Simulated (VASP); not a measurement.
Runs of VASP 6.6.1 on Ni. It takes space group Fm-3m (No. 225, cubic). Conventional cell: a = 3.524 Å, b = 3.524 Å, c = 3.524 Å, α = 90.00°, β = 90.00°, γ = 90.00°. Within 3.3 Å of Ni (site symmetry m-3m) lie 12 Ni at 2.49 Å. 

```tsv
k mesh	gap on the mesh (eV)	pressure (GPa)	moment (μB)
4 × 4 × 4	none	-3.7	0.52
8 × 8 × 8	none	(c)	0.66
6 × 6 × 6	none	-0.8	0.58
7 × 7 × 7	none	(a)	(b)
10 × 10 × 10	none	0.1	0.63
```

Alike in all rows: task single point; level PBE; potentials or basis VASP PAW PBE potentials, release 64 (Ni); spin collinear, ferromagnetic start; cell as given; cutoff (eV) 520; smearing fermi-dirac 0.15 eV.

Task: Estimate the missing entries.

Result: (a) -0.6; (b) 0.50; (c) 0.2.

Caveats: some runs use coarse meshes.

A gap of «none» marks levels without a gap at the run's occupations.
